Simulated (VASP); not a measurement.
# Ag (Fm-3m) in VASP: further runs, part 2 of 3

VASP 6.6.1.

## 3. Single point, r2SCAN+rVV10, non-collinear spin, zero start, spin-orbit coupling (15.00 Å³/atom)

This run uses another cell than the first one, of 15.00 Å³/atom.

POSCAR

```
Ag
1.0
    0.0000000000      1.9575345850      1.9575345850
    1.9575345850      0.0000000000      1.9575345850
    1.9575345850      1.9575345850      0.0000000000
Ag
1
Direct
    0.0000000000      0.0000000000      0.0000000000
```

INCAR.step1

```
PREC = Accurate ; ENCUT = 550
ISMEAR = 0 ; SIGMA = 0.05
LREAL = F ; LASPH = T
NELM = 200 ; MAGMOM = 0 0 0
LSORBIT = T ; GGA_COMPAT = F
LMAXMIX = 4 ; NBANDS = 22
GGA = PE ; ALGO = Normal
EDIFF = 1E-5 ; LWAVE = T
LCHARG = F
```

INCAR.step2

```
PREC = Accurate ; ENCUT = 550
EDIFF = 1E-6 ; ISMEAR = 0
SIGMA = 0.05 ; LREAL = F
LASPH = T ; NELM = 200
ALGO = Normal ; ISIF = 2
LWAVE = F ; LCHARG = T
MAGMOM = 0 0 0 ; LORBIT = 11
LSORBIT = T ; GGA_COMPAT = F
LORBMOM = T ; LMAXMIX = 4
METAGGA = R2SCAN ; LMIXTAU = T
LUSE_VDW = T ; IVDW_NL = 2
BPARAM = 11.95 ; CPARAM = 0.0093
LVHAR = T ; NBANDS = 22
ISTART = 1
```

KPOINTS

```
regular mesh
0
Gamma
  11 11 11
```

Potentials or basis: VASP PAW PBE potentials, release 64 (Ag).

On the command line:

```bash
cat potpaw_PBE.64/Ag/POTCAR > POTCAR
cp INCAR.step1 INCAR
mpirun -np 1 vasp_ncl > vasp.out
cp INCAR.step2 INCAR
mpirun -np 1 vasp_ncl > vasp.out
```

OUTCAR:

```text
PREC = Accurate
   ENCUT = 550
   EDIFF = 1E-6
   ISMEAR = 0
   LREAL = F
   LASPH = T
   NELM = 200
   ISIF = 2
   LORBIT = 11
   LSORBIT = T
   METAGGA = R2SCAN
   IVDW_NL = 2
   BPARAM = 11.95
   ISTART = 1

 ion  position               nearest neighbor table
   1  0.000  0.000  0.000-

  LATTYP: Found a face centered cubic cell.
 ALAT       =     3.9150691700

  Lattice vectors:

 A1 = (   0.0000000000,   1.9575345850,   1.9575345850)
 A2 = (   1.9575345850,   0.0000000000,   1.9575345850)
 A3 = (   1.9575345850,   1.9575345850,   0.0000000000)

Analysis of symmetry for initial positions (statically):
=====================================================================
 Subroutine PRICEL returns:
 Original cell was already a primitive cell.

 Routine SETGRP: Setting up the symmetry group for a
 face centered cubic supercell.

 Subroutine GETGRP returns: Found 48 space group operations
 (whereof 48 operations were pure point group operations)
 out of a pool of 48 trial point group operations.

The static configuration has the point symmetry O_h .

Analysis of symmetry for dynamics (positions and initial velocities):
=====================================================================
 Subroutine PRICEL returns:
 Original cell was already a primitive cell.

 Routine SETGRP: Setting up the symmetry group for a
 face centered cubic supercell.

 Subroutine GETGRP returns: Found 48 space group operations
 (whereof 48 operations were pure point group operations)
 out of a pool of 48 trial point group operations.

The dynamic configuration has the point symmetry O_h .

Analysis of structural, dynamic, and magnetic symmetry:
=====================================================================
 Subroutine PRICEL returns:
 Original cell was already a primitive cell.

 Routine SETGRP: Setting up the symmetry group for a
 face centered cubic supercell.

 Subroutine GETGRP returns: Found 48 space group operations
 (whereof 48 operations were pure point group operations)
 out of a pool of 48 trial point group operations.

The overall configuration has the point symmetry O_h .

 Subroutine INISYM returns: Found 48 space group operations
 (whereof 48 operations are pure point group operations),
 and found     1 'primitive' translations

----------------------------------------------------------------------------------------

                                     Primitive cell

  volume of cell :      15.0023

  direct lattice vectors                    reciprocal lattice vectors
     0.000000000  1.957534585  1.957534585    -0.255423329  0.255423329  0.255423329
     1.957534585  0.000000000  1.957534585     0.255423329 -0.255423329  0.255423329
     1.957534585  1.957534585  0.000000000     0.255423329  0.255423329 -0.255423329

  length of vectors
     2.768371959  2.768371959  2.768371959     0.442406183  0.442406183  0.442406183

  position of ions in fractional coordinates (direct lattice)
     0.000000000  0.000000000  0.000000000

  ion indices of the primitive-cell ions
   primitive index   ion index
                 1           1
[... 96 lines left out ...]
   LORBIT       =     11    0 simple, 1 ext, 2 COOP (PROOUT), +10 PAW based schemes
   METAGGA = R2SCAN    functional components
   LHFCALC =     F    Hartree Fock is set to
   AEXX    =    0.0000 exact exchange contribution
   IVDW_NL    =     2    kernel type
   BPARAM     =11.9500
   IVDW    =     0    specifies the selected vdW correction
   LEPSILON=     F    determine dielectric tensor
   LRPA    =     F    only Hartree local field effects (RPA)
 Gauss-broadening in eV      SIGMA  =   0.05
  energy-cutoff  :      550.00
  volume of cell :       15.00
 maximum number of plane-waves:       918
 NGX is ok and might be reduce to    24
   NGX = 11   NGY = 11   NGZ = 11

 number of electron      10.9999998 magnetization      -0.0000000      0.0000000      0.0000000

 number of electron      10.9999998 magnetization      -0.0000000      0.0000000     -0.0000000

 Free energy of the ion-electron system (eV)
  ---------------------------------------------------
  ext. energy  EPLUGINS =         0.00000000
  ---------------------------------------------------
  free energy    TOTEN  =       -20.95909954 eV

  energy without entropy =      -20.95903561  energy(sigma->0) =      -20.95906758

 E-fermi :  10.5316     XC(G=0): -13.9309

 val. band max:       10.3688892366   @ k =  -0.4545   0.0909   0.0000
 cond. band min:      10.6035978376   @ k =   0.4545   0.3636   0.0000
 fundamental gap:      0.2347086009
 Fermi energy:        10.5315863546

 k-point     1 :       0.0000    0.0000    0.0000
  band No.  band energies     occupation
      1       1.2911      1.00000
      2       1.2911      1.00000
      3       4.4828      1.00000
      4       4.4828      1.00000
      5       4.4828      1.00000
      6       4.4828      1.00000
[... 589 lines left out ...]
     21      34.0321      0.00000
     22      34.0321      0.00000

 [... further k-points ...]

------------------------ aborting loop because EDIFF is reached ----------------------------------------

  FORCE on cell =-STRESS in cart. coord.  units (eV):
  Direction    XX          YY          ZZ          XY          YZ          ZX
  --------------------------------------------------------------------------------------
  -------------------------------------------------------------------------------------
  Total        1.8358862      1.8358862      1.8358862     -0.0000000     -0.0000000     -0.0000000
  in kB      196.0640747    196.0640747    196.0640747     -0.0000000     -0.0000000     -0.0000000
  external PRESSURE =     196.0640747 kB  Pullay stress =       0.0000000 kB

 VOLUME and BASIS-vectors are now :
 -----------------------------------------------------------------------------
  energy-cutoff  :      550.00
  volume of cell :       15.00
      direct lattice vectors                 reciprocal lattice vectors
     0.000000000  1.957534585  1.957534585    -0.255423329  0.255423329  0.255423329
     1.957534585  0.000000000  1.957534585     0.255423329 -0.255423329  0.255423329
     1.957534585  1.957534585  0.000000000     0.255423329  0.255423329 -0.255423329

 POSITION                                       TOTAL-FORCE (eV/Angst)
 -----------------------------------------------------------------------------------
      0.00000      0.00000      0.00000         0.000000     -0.000000      0.000000
 -----------------------------------------------------------------------------------
    total drift:                                0.000000     -0.000000     -0.000000

  FREE ENERGIE OF THE ION-ELECTRON SYSTEM (eV)
  ---------------------------------------------------
  free  energy   TOTEN  =       -20.9590995383 eV

  energy  without entropy=      -20.9590356127  energy(sigma->0) =      -20.95906758

 orbital moment (x)

 # of ion     p       d       tot
 ----------------------------------------
  1        -0.000   0.000   0.000
 ----------------------------------------
           -0.000   0.000   0.000

 orbital moment (y)

 # of ion     p       d       tot
 ----------------------------------------
  1         0.000  -0.000  -0.000
 ----------------------------------------
            0.000  -0.000  -0.000

 orbital moment (z)

 # of ion     p       d       tot
 ----------------------------------------
  1         0.000   0.000   0.000
 ----------------------------------------
            0.000   0.000   0.000

 Spin-Orbit-Coupling matrix elements

 Ion:    1  E_soc:     -0.0551192
 l=   1
     0.0000000    -0.0023929    -0.0023929
    -0.0023929     0.0000000    -0.0023929
    -0.0023929    -0.0023929     0.0000000
 l=   2
     0.0000000    -0.0014421     0.0000000    -0.0014421    -0.0053515
    -0.0014421     0.0000000    -0.0040136    -0.0014421    -0.0013379
     0.0000000    -0.0040136     0.0000000    -0.0040136     0.0000000
    -0.0014421    -0.0014421    -0.0040136     0.0000000    -0.0013379
    -0.0053515    -0.0013379     0.0000000    -0.0013379     0.0000000
 l=   3
     0.0000000     0.0000000     0.0000000     0.0000000     0.0000000     0.0000000     0.0000000
     0.0000000     0.0000000     0.0000000     0.0000000     0.0000000     0.0000000     0.0000000
     0.0000000     0.0000000     0.0000000     0.0000000     0.0000000     0.0000000     0.0000000
     0.0000000     0.0000000     0.0000000     0.0000000     0.0000000     0.0000000     0.0000000
     0.0000000     0.0000000     0.0000000     0.0000000     0.0000000     0.0000000     0.0000000
     0.0000000     0.0000000     0.0000000     0.0000000     0.0000000     0.0000000     0.0000000
     0.0000000     0.0000000     0.0000000     0.0000000     0.0000000     0.0000000     0.0000000

 total charge

# of ion       s       p       d       tot
------------------------------------------
    1        0.488   0.399   9.186  10.073

 magnetization (x)

# of ion       s       p       d       tot
------------------------------------------
    1        0.000   0.000   0.000   0.000

 magnetization (y)

# of ion       s       p       d       tot
------------------------------------------
    1        0.000   0.000  -0.000  -0.000

 magnetization (z)

# of ion       s       p       d       tot
------------------------------------------
    1        0.000  -0.000  -0.000  -0.000
```

Wall time 3.9 min (1 thread of AMD EPYC 7R13 (Zen 3), shared host); peak memory 0.28 GiB.

What came out:

| Property | Result |
| --- | --- |
| Free energy | -20.9591 eV |
| Pressure | 19.6 GPa |
| Net moment | 0.00 μB per cell |
| Valence electrons inside the program's atomic spheres | Ag 10.07 |

Moments on the atoms (μB; x, y, z):
```
Ag  0.00 0.00 0.00
```

Caveat: the cell stands under pressure; the PAW data sets were made with another functional, which shifts forces and pressure a little.

(Part 2 of 3 ends here.)
